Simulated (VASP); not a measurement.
Runs of VASP 6.6.1 on Cu. The structure is that of space group Fm-3m (No. 225), or close to it. The cells are those of the table. 

```csv
task,cell,cutoff (eV),gap on the mesh (eV),pressure (GPa)
single point,"a = 2.501 Å, angles 60.0°, 1 atom",520,none,4.7
relaxation of cell and atoms,"relaxed to 4 GPa from a = 2.520 Å, angles 60.0°, 1 atom",600,none,4.0
relaxation of cell and atoms,"relaxed to 1 GPa from a = 2.520 Å, angles 60.0°, 1 atom",600,none,1.0
single point,"a = 2.515 Å, angles 60.0°, 1 atom",520,none,1.7
single point,"a = 2.510 Å, angles 60.0°, 1 atom",520,none,2.7
relaxation of cell and atoms,"relaxed to 2 GPa from a = 2.520 Å, angles 60.0°, 1 atom",600,none,2.0
single point,"a = 2.488 Å, angles 60.0°, 1 atom",520,none,7.8
single point,"a = 2.458 Å, angles 60.0°, 1 atom",520,none,(a)
relaxation of cell and atoms,"relaxed to 7 GPa from a = 2.520 Å, angles 60.0°, 1 atom",600,none,7.0
single point,"a = 2.476 Å, angles 60.0°, 1 atom",520,none,10.7
single point,"a = 2.520 Å, angles 60.0°, 1 atom",520,none,(b)
```

Alike in all rows: level PBEsol; potentials or basis VASP PAW PBE potentials, release 64 (Cu); no spin polarisation; k mesh 26 × 26 × 26; smearing fermi-dirac 0.05 eV.

Task: Estimate the missing entries.

Result: (a) 15.7; (b) 0.7.

Caveats: the PAW data sets were made with another functional, which shifts forces and pressure a little; the cell stands under pressure (at least some runs); the cell is relaxed towards a set pressure, so the run minimises the enthalpy, not the energy (at least some runs).

A gap of «none» marks levels without a gap at the run's occupations.
